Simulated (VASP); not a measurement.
Input of a VASP 6.6.1 run:

INCAR

```
PREC     = Accurate       # precision mode
ENCUT    = 520            # plane-wave cutoff, eV
EDIFF    = 1E-7           # SCF threshold, eV
ISMEAR   = 0              # smearing method
SIGMA    = 0.6            # smearing width, eV
LREAL    = False          # projectors in reciprocal space
LASPH    = True           # aspherical terms in the spheres
NELM     = 100            # most SCF steps
ALGO     = Normal         # electronic algorithm
ISIF     = 2              # what is computed and relaxed
LWAVE    = False          # write WAVECAR
LCHARG   = False          # write CHGCAR
GGA      = PE             # functional
NBANDS   = 11             # bands
```

Contents of KPOINTS:

```
regular mesh
0
Gamma
  9 9 9
```

Contents of POSCAR:

```
Sr
1.0
    0.0000000000      3.0191365063      3.0191365063
    3.0191365063      0.0000000000      3.0191365063
    3.0191365063      3.0191365063      0.0000000000
Sr
1
Direct
    0.0000000000      0.0000000000      0.0000000000
```

Potentials or basis: VASP PAW PBE potentials, release 64 (Sr_sv).

Launch:

```bash
$ cat potpaw_PBE.64/Sr_sv/POTCAR > POTCAR
$ mpirun -np 1 vasp_std > vasp.out
```

**Question.** Predict the pressure.

**Answer.** 0.1 GPa.

Caveat: so wide a smearing shifts energies and pressures.
